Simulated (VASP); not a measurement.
# Ca (I4/mmm) in VASP: notebook

Runs on Ca. Level: PBEsol. Tasks: single point.

All numbers are computed with VASP 6.6.1; they aren't measurements. Logs are shortened: lines on timing, memory, paths and dates and some standing lists are left out, and cuts for length are marked.

### 1 The cell of the first run

The structure is tetragonal, space group I4/mmm (No. 139). The conventional cell has a = 4.301 Å, b = 4.301 Å, c = 4.838 Å, α = 90.00°, β = 90.00°, γ = 90.00°. Within 5.1 Å of Ca (site symmetry 4/mmm) lie 14 Ca at 3.89 to 4.84 Å.

### 2 Single point, PBEsol (strain -0.040 along x and y, +0.080 along z)

File INCAR:

```
SYSTEM = Ca
PREC = Accurate
ENCUT = 520
EDIFF = 1E-6
ISMEAR = 0
SIGMA = 0.15
LREAL = .FALSE.
LASPH = .TRUE.
NELM = 100
ALGO = Fast
ISIF = 2
LWAVE = .FALSE.
LCHARG = .FALSE.
GGA = PS
NBANDS = 11
```

File KPOINTS:

```
regular mesh
0
G
  16 16 16
  0 0 0
```

File POSCAR:

```
Ca
1.0
   -2.1504000000      2.1504000000      2.4192000000
    2.1504000000     -2.1504000000      2.4192000000
    2.1504000000      2.1504000000     -2.4192000000
Ca
1
Direct
    0.0000000000      0.0000000000      0.0000000000
```

Potentials or basis: VASP PAW PBE potentials, release 64 (Ca_sv).

The run is started by

```console
cat potpaw_PBE.64/Ca_sv/POTCAR > POTCAR
mpirun -np 1 vasp_std > vasp.out
```

OUTCAR:

```text
SYSTEM = Ca
   PREC = Accurate
   ENCUT = 520
   EDIFF = 1E-6
   ISMEAR = 0
   LREAL = .FALSE.
   LASPH = .TRUE.
   NELM = 100
   ISIF = 2
   GGA = PS

 ion  position               nearest neighbor table
   1  0.000  0.000  0.000-

  LATTYP: Found a body centered tetragonal cell.
 ALAT       =     4.3008000000
 C/A-ratio  =     1.1250000000

  Lattice vectors:

 A1 = (  -2.1504000000,   2.1504000000,   2.4192000000)
 A2 = (   2.1504000000,  -2.1504000000,   2.4192000000)
 A3 = (   2.1504000000,   2.1504000000,  -2.4192000000)

Analysis of symmetry for initial positions (statically):
=====================================================================
 Subroutine PRICEL returns:
 Original cell was already a primitive cell.

 Routine SETGRP: Setting up the symmetry group for a
 body centered tetragonal supercell.

 Subroutine GETGRP returns: Found 16 space group operations
 (whereof 16 operations were pure point group operations)
 out of a pool of 16 trial point group operations.

The static configuration has the point symmetry D_4h.

Analysis of symmetry for dynamics (positions and initial velocities):
=====================================================================
 Subroutine PRICEL returns:
 Original cell was already a primitive cell.

 Routine SETGRP: Setting up the symmetry group for a
 body centered tetragonal supercell.

 Subroutine GETGRP returns: Found 16 space group operations
 (whereof 16 operations were pure point group operations)
 out of a pool of 16 trial point group operations.

The dynamic configuration has the point symmetry D_4h.

 Subroutine INISYM returns: Found 16 space group operations
 (whereof 16 operations are pure point group operations),
 and found     1 'primitive' translations

----------------------------------------------------------------------------------------

                                     Primitive cell

  volume of cell :      44.7477

  direct lattice vectors                    reciprocal lattice vectors
    -2.150400000  2.150400000  2.419200000     0.000000000  0.232514881  0.206679894
     2.150400000 -2.150400000  2.419200000     0.232514881  0.000000000  0.206679894
     2.150400000  2.150400000 -2.419200000     0.232514881  0.232514881  0.000000000

  length of vectors
     3.885996521  3.885996521  3.885996521     0.311094437  0.311094437  0.328825698

  position of ions in fractional coordinates (direct lattice)
     0.000000000  0.000000000  0.000000000

  ion indices of the primitive-cell ions
   primitive index   ion index
                 1           1

----------------------------------------------------------------------------------------

 KPOINTS: regular mesh

Automatic generation of k-mesh.
 Grid dimensions read from file:
 generate k-points for:   16   16   16

 Generating k-lattice:

  Cartesian coordinates                     Fractional coordinates (reciprocal lattice)
     0.000000000  0.014532180  0.012917493     0.062500000 -0.000000000  0.000000000
     0.014532180  0.000000000  0.012917493    -0.000000000  0.062500000  0.000000000
     0.014532180  0.014532180  0.000000000     0.000000000  0.000000000  0.062500000

  Length of vectors
     0.019443402  0.019443402  0.020551606

  Shift w.r.t. Gamma in fractional coordinates (k-lattice)
     0.000000000  0.000000000  0.000000000

 Subroutine IBZKPT returns following result:
 ===========================================

 Found    349 irreducible k-points:

 Following reciprocal coordinates:
            Coordinates               Weight
  0.000000  0.000000  0.000000      1.000000
  0.062500  0.000000 -0.000000      8.000000
  0.125000  0.000000 -0.000000      8.000000
  0.187500  0.000000  0.000000      8.000000
  0.250000  0.000000 -0.000000      8.000000
  0.312500  0.000000 -0.000000      8.000000
[... 16 lines left out ...]
 -0.125000  0.062500  0.000000     16.000000
 -0.062500  0.062500  0.000000      4.000000
 [... further k-points ...]
   k-points           NKPTS =    349   k-points in BZ     NKDIM =    349   number of bands    NBANDS=     11
   number of dos      NEDOS =    301   number of ions     NIONS =      1
   total plane-waves  NPLWV =  27000
   dimension x,y,z NGX =    30 NGY =   30 NGZ =   30
   dimension x,y,z NGXF=    60 NGYF=   60 NGZF=   60
   ions per type =               1
   NGX,Y,Z   is equivalent  to a cutoff of  12.83, 12.83, 12.83 a.u.
   NGXF,Y,Z  is equivalent  to a cutoff of  25.67, 25.67, 25.67 a.u.
 SYSTEM =  Ca
   PREC   = accura    normal or accurate (medium, high low for compatibility)
   ISTART =      0    job   : 0-new  1-cont  2-samecut
   ICHARG =      2    charge: 1-file 2-atom 10-const
   ISPIN  =      1    spin polarized calculation?
   LNONCOLLINEAR =      F non collinear calculations
   LSORBIT =      F    spin-orbit coupling
   LASPH  =      T    aspherical Exc in radial PAW
   ENCUT  =  520.0 eV  38.22 Ry    6.18 a.u.   7.23  7.23  7.23*2*pi/ulx,y,z
   NELM   =    100;   NELMIN=  2; NELMDL= -5     # of ELM steps
   EDIFF  = 0.1E-05   stopping-criterion for ELM
   LREAL  =      F    real-space projection
   EDIFFG = 0.1E-04   stopping-criterion for IOM
   NSW    =      0    number of steps for IOM
   IBRION =     -1    ionic relax: 0-MD 1-quasi-New 2-CG
   NFREE  =      0    steps in history (QN), initial steepest desc. (CG)
   ISIF   =      2    stress and relaxation
   ISYM   =      2    0-nonsym 1-usesym 2-fastsym
   POTIM  = 0.5000    time-step for ionic-motion
   TEBEG  =    0.0;   TEEND  =   0.0 temperature during run
   PSTRESS=    0.0 pullay stress
   NELECT =      10.0000    total number of electrons
   NUPDOWN=      -1.0000    fix difference up-down
   EMIN   =  10.00;   EMAX   =-10.00  energy-range for DOS
   EFERMI =   0.00;   METHOD = LEGACY
   ISMEAR =     0;   SIGMA  =   0.15  broadening in eV -4-tet -1-fermi 0-gaus
   EFERMI_NEDOS =   21; number of points for ismear=-14 and -15
   IALGO  =     68    algorithm
   IMIX   =      4    mixing-type and parameters
     AMIX     =   0.40;   BMIX     =  1.00
     AMIX_MAG =   1.60;   BMIX_MAG =  1.00
  volume/ion in A,a.u.               =      44.75       301.97
  Fermi-wavevector in a.u.,A,eV,Ry     =   0.993462  1.877372 13.428507  0.986967
  Thomas-Fermi vector in A             =   2.125346
   LORBIT       =      0    0 simple, 1 ext, 2 COOP (PROOUT), +10 PAW based schemes
   GGA     = PS    functional components
   LHFCALC =     F    Hartree Fock is set to
   AEXX    =    0.0000 exact exchange contribution
   IVDW    =     0    specifies the selected vdW correction
   LEPSILON=     F    determine dielectric tensor
   LRPA    =     F    only Hartree local field effects (RPA)
 non-spin polarized calculation
 RMM-DIIS sequential band-by-band and
 Gauss-broadening in eV      SIGMA  =   0.15
  energy-cutoff  :      520.00
  volume of cell :       44.75
 maximum number of plane-waves:      1228
 NGX is ok and might be reduce to    30
   NGX = 15   NGY = 15   NGZ = 15

 number of electron      10.0000000 magnetization

 number of electron       9.9999998 magnetization

 Free energy of the ion-electron system (eV)
  ---------------------------------------------------
  ext. energy  EPLUGINS =         0.00000000
  ---------------------------------------------------
  free energy    TOTEN  =        -2.10911003 eV

  energy without entropy =       -2.09341783  energy(sigma->0) =       -2.10126393

 E-fermi :   1.7015     XC(G=0):  -7.6266

 val. band max:        1.6954899190   @ k =  -0.3750  -0.3750   0.1250
 cond. band min:       1.7123439726   @ k =   0.5000   0.5000   0.4375
 fundamental gap:      0.0168540537
 Fermi energy:         1.7014919623

 k-point     1 :       0.0000    0.0000    0.0000
  band No.  band energies     occupation
      1     -40.3173      2.00000
      2     -21.3167      2.00000
      3     -21.3167      2.00000
      4     -21.3080      2.00000
      5      -2.2569      2.00000
      6       3.7981      0.00000
      7       3.7981      0.00000
      8       4.2529      0.00000
      9       4.5826      0.00000
     10       5.1317      0.00000
     11      11.0132      0.00000

 k-point     2 :       0.0625    0.0000   -0.0000
  band No.  band energies     occupation
      1     -40.3169      2.00000
      2     -21.3197      2.00000
      3     -21.3180      2.00000
      4     -21.3095      2.00000
      5      -2.1914      2.00000
      6       3.7746      0.00000
      7       3.8099      0.00000
      8       4.2524      0.00000
      9       4.5546      0.00000
     10       5.1087      0.00000
     11      11.0425      0.00000

 k-point     3 :       0.1250    0.0000   -0.0000
  band No.  band energies     occupation
      1     -40.3157      2.00000
      2     -21.3309      2.00000
      3     -21.3217      2.00000
      4     -21.3111      2.00000
      5      -1.9975      2.00000
      6       3.6738      0.00000
      7       3.8043      0.00000
      8       4.2990      0.00000
      9       4.5067      0.00000
     10       5.0587      0.00000
     11      10.8069      0.00000

 k-point     4 :       0.1875    0.0000    0.0000
  band No.  band energies     occupation
      1     -40.3139      2.00000
      2     -21.3493      2.00000
      3     -21.3271      2.00000
      4     -21.3116      2.00000
      5      -1.6821      2.00000
      6       3.4504      0.00000
      7       3.7234      0.00000
      8       4.4652      0.00000
      9       4.5016      0.00000
     10       5.0163      0.00000
     11       9.8854      0.00000
[... 239 lines left out ...]
 k-point    22 :      -0.1875    0.0625    0.0000
  band No.  band energies     occupation
      1     -40.3145      2.00000
      2     -21.3434      2.00000
      3     -21.3237      2.00000
      4     -21.3133      2.00000
      5      -1.7845      2.00000
      6       3.5109      0.00000
      7       3.7974      0.00000
      8       4.3240      0.00000
      9       4.5490      0.00000
     10       5.0238      0.00000
     11      10.3589      0.00000

 k-point    23 :      -0.1250    0.0625    0.0000
  band No.  band energies     occupation
      1     -40.3160      2.00000
      2     -21.3287      2.00000
      3     -21.3189      2.00000
      4     -21.3119      2.00000
      5      -2.0465      2.00000
      6       3.6646      0.00000
      7       3.8769      0.00000
      8       4.2046      0.00000
      9       4.5839      0.00000
     10       5.0456      0.00000
     11      11.1001      0.00000

 k-point    24 :      -0.0625    0.0625    0.0000
  band No.  band energies     occupation
      1     -40.3168      2.00000
      2     -21.3211      2.00000
      3     -21.3171      2.00000
      4     -21.3097      2.00000
      5      -2.1837      2.00000
      6       3.7420      0.00000
      7       3.8476      0.00000
      8       4.2178      0.00000
      9       4.5962      0.00000
     10       5.0881      0.00000
     11      11.1064      0.00000

 [... further k-points ...]
[... 5 lines left out ...]
  --------------------------------------------------------------------------------------
  -------------------------------------------------------------------------------------
  Total       -0.4425716     -0.4425716     -0.3691568      0.0000000      0.0000000      0.0000000
  in kB      -15.8461524    -15.8461524    -13.2175558      0.0000000      0.0000000      0.0000000
  external PRESSURE =     -14.9699535 kB  Pullay stress =       0.0000000 kB

 VOLUME and BASIS-vectors are now :
 -----------------------------------------------------------------------------
  energy-cutoff  :      520.00
  volume of cell :       44.75
      direct lattice vectors                 reciprocal lattice vectors
    -2.150400000  2.150400000  2.419200000     0.000000000  0.232514881  0.206679894
     2.150400000 -2.150400000  2.419200000     0.232514881  0.000000000  0.206679894
     2.150400000  2.150400000 -2.419200000     0.232514881  0.232514881  0.000000000

 POSITION                                       TOTAL-FORCE (eV/Angst)
 -----------------------------------------------------------------------------------
      0.00000      0.00000      0.00000        -0.000000     -0.000000      0.000000
 -----------------------------------------------------------------------------------
    total drift:                               -0.000000     -0.000000      0.000000

  FREE ENERGIE OF THE ION-ELECTRON SYSTEM (eV)
  ---------------------------------------------------
  free  energy   TOTEN  =        -2.1091100322 eV

  energy  without entropy=       -2.0934178283  energy(sigma->0) =       -2.10126393
```

Run time: 92 s. Hardware: 1 thread of Intel Xeon 6975P-C (Granite Rapids), shared host; peak memory 0.29 GiB.

What came out:

```yaml
Free_energy: -2.1091 eV
Pressure: -1.5 GPa
Band_gap_on_the_k_mesh: zero (band 5 reaches 1.98 eV, above the bottom of band 6 at 1.55 eV)
```

Levels at points of the mesh, in eV from the Fermi level:
```csv
k point,band 2,band 3,band 4,band 5,band 6,band 7,band 8,band 9
"(0.00, 0.00, 0.00)",-23.02,-23.02,-23.01,-3.96,2.10,2.10,2.55,2.88
"(0.50, 0.00, 0.00)",-23.13,-23.05,-23.01,-0.95,-0.16,1.54,2.78,3.53
"(0.50, 0.50, 0.00)",-23.13,-23.05,-23.03,-0.71,0.21,0.94,3.47,3.64
"(0.50, 0.50, 0.50)",-23.11,-23.09,-23.09,-0.03,0.25,2.55,3.88,4.00
```

Caveat: the cell differs from its parent crystal (strain -0.040 along x and y, +0.080 along z); the PAW data sets were made with another functional, which shifts forces and pressure a little.

### 3 Single point, PBEsol (strain +0.040 along x and y, -0.080 along z)

File INCAR:

```
SYSTEM = Ca
PREC = Accurate
ENCUT = 520
EDIFF = 1E-6
ISMEAR = 0
SIGMA = 0.15
LREAL = .False.
LASPH = .True.
NELM = 60
ALGO = Fast
ISIF = 2
LWAVE = .False.
LCHARG = .True.
GGA = PS
LELF = .True.
LVHAR = .True.
NBANDS = 11
```

File KPOINTS:

```
Automatic mesh
0
Gamma
  16 16 16
  0 0 0
```

File POSCAR:

```
Ca
1.0
   -2.3296000000      2.3296000000      2.0608000000
    2.3296000000     -2.3296000000      2.0608000000
    2.3296000000      2.3296000000     -2.0608000000
Ca
1
Direct
    0.0000000000      0.0000000000      0.0000000000
```

Potentials or basis: VASP PAW PBE potentials, release 64 (Ca_sv).

The run is started by

```console
cat potpaw_PBE.64/Ca_sv/POTCAR > POTCAR
mpirun -np 1 vasp_std > vasp.out
```

It took 96 s on 1 thread of Intel Xeon 6975P-C (Granite Rapids), shared host; peak memory 0.29 GiB.

The run converged. Its results:

```yaml
Free_energy: -2.1033 eV
Pressure: -1.5 GPa
Band_gap_on_the_k_mesh: zero (band 5 reaches 2.02 eV, above the bottom of band 6 at 1.41 eV)
```

Stress tensor (GPa, compression positive):
```
-1.66  0.00  0.00
 0.00 -1.66  0.00
 0.00  0.00 -1.13
```

Levels at points of the mesh, in eV from the Fermi level:
| k point | band 3 | band 4 | band 5 | band 6 | band 7 | band 8 |
| --- | --- | --- | --- | --- | --- | --- |
| (0.00, 0.00, 0.00) | -23.02 | -23.02 | -3.97 | 1.86 | 2.43 | 2.43 |
| (0.50, 0.00, 0.00) | -23.06 | -23.03 | -0.78 | 0.09 | 1.11 | 3.11 |
| (0.50, 0.50, 0.00) | -23.06 | -23.01 | -1.08 | -0.30 | 1.78 | 2.68 |
| (0.50, 0.50, 0.50) | -23.11 | -23.09 | 0.00 | 0.19 | 3.07 | 3.07 |

Caveat: the cell differs from its parent crystal (strain +0.040 along x and y, -0.080 along z); the PAW data sets were made with another functional, which shifts forces and pressure a little.
